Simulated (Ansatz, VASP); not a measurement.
**Nb in VASP and in Ansatz**

Contents of POSCAR:

```
Nb
1.0
   -1.6058722834      1.6058722834      1.6058722834
    1.6058722834     -1.6058722834      1.6058722834
    1.6058722834      1.6058722834     -1.6058722834
Nb
1
Direct
    0.0000000000      0.0000000000      0.0000000000
```

Contents of INCAR.step1:

```
ALGO = Normal
EDIFF = 1E-4
ENCUT = 520
GGA = PE
ISMEAR = -1
LASPH = True
LCHARG = False
LREAL = False
LWAVE = True
NBANDS = 12
NELM = 100
PREC = Accurate
SIGMA = 0.1
```

Contents of INCAR.step2:

```
ALGO = Normal
EDIFF = 1E-7
ENCUT = 520
ISIF = 2
ISMEAR = -1
ISTART = 1
LASPH = True
LCHARG = True
LELF = True
LMIXTAU = True
LREAL = False
LVHAR = True
LWAVE = False
METAGGA = R2SCAN
NBANDS = 12
NELM = 100
PREC = Accurate
SIGMA = 0.1
```

File KPOINTS:

```
k-points
0
Gamma
  22 22 22
```

Input for Ansatz:

```yaml
crystal:
  lattice:
    - [-1.6058722834, 1.6058722834, 1.6058722834]
    - [1.6058722834, -1.6058722834, 1.6058722834]
    - [1.6058722834, 1.6058722834, -1.6058722834]
  atoms:
    - { symbol: Nb, position: [0.0, 0.0, 0.0] }
hamiltonian:
  xc: r2scan
  pseudopotentials:
    kind: paw
    azcp:
      Nb: "pseudopotentials/Nb.paw.azcp"
basis:
  ecutwfc: 500
  fft_grid_basis: typed
kpoints:
  mp_grid: { grid: [22, 22, 22], shift: [0, 0, 0] }
magnetization:
  spin_polarized: false
scf:
  occupations: { method: fermi_dirac, width: 0.1 }
output:
  stress: true
```

Alike in both runs: task single point; functional r2SCAN; k mesh 22 × 22 × 22; occupations fermi-dirac, width 0.1 eV; no spin polarisation.

|  | VASP | Ansatz |
| --- | --- | --- |
| version | VASP 6.6.1 | Ansatz 0.2.0 |
| potentials or method | VASP PAW PBE potentials, release 64 (Nb_sv), cutoff 520 eV | plane waves (500 eV) with PAW, scalar-relativistic |
| valence electrons in the cell | 13 | 13 |

Ansatz gave:

| Quantity | Value |
| --- | --- |
| pressure (GPa) | 17.3 |

Question: Estimate VASP's values.

Answer: Pressure (GPa): 17.1.

VASP's potentials were made for PBE, not for r2SCAN. The functional is the same, so the differences come from potentials, cutoffs and numerics.
